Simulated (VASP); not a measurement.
A run of VASP 6.6.1:

Contents of INCAR:

```
SYSTEM = BP
PREC = Accurate
ENCUT = 520
EDIFF = 1E-6
ISMEAR = -1
SIGMA = 0.05
LREAL = .False.
LASPH = .True.
NELM = 60
ALGO = Normal
ISIF = 2
LWAVE = .False.
LCHARG = .True.
GGA = PE
LELF = .True.
LVHAR = .True.
NBANDS = 11
```

File KPOINTS:

```
regular mesh
0
Gamma
  15 15 15
  0 0 0
```

File POSCAR:

```
BP
1.0
    0.0000000000      2.2690000000      2.2236200000
    2.2690000000      0.0000000000      2.2236200000
    2.2690000000      2.2690000000      0.0000000000
B P
1 1
Direct
    0.0000000000      0.0000000000      0.0000000000
    0.7500000000      0.7500000000      0.7500000000
```

Potentials or basis: VASP PAW PBE potentials, release 64 (B, P).

Run with:

```sh
$ cat potpaw_PBE.64/B/POTCAR potpaw_PBE.64/P/POTCAR > POTCAR
$ mpirun -np 1 vasp_std > vasp.out
```

Hardware: 1 thread of Intel Xeon 6975P-C (shared host).

Question: How long does it take, and how much memory?

Answer: Run time: 28 s on 1 thread of Intel Xeon 6975P-C, on a shared host, peak memory 0.19 GiB. Counts: scf iterations 12, k points 288.
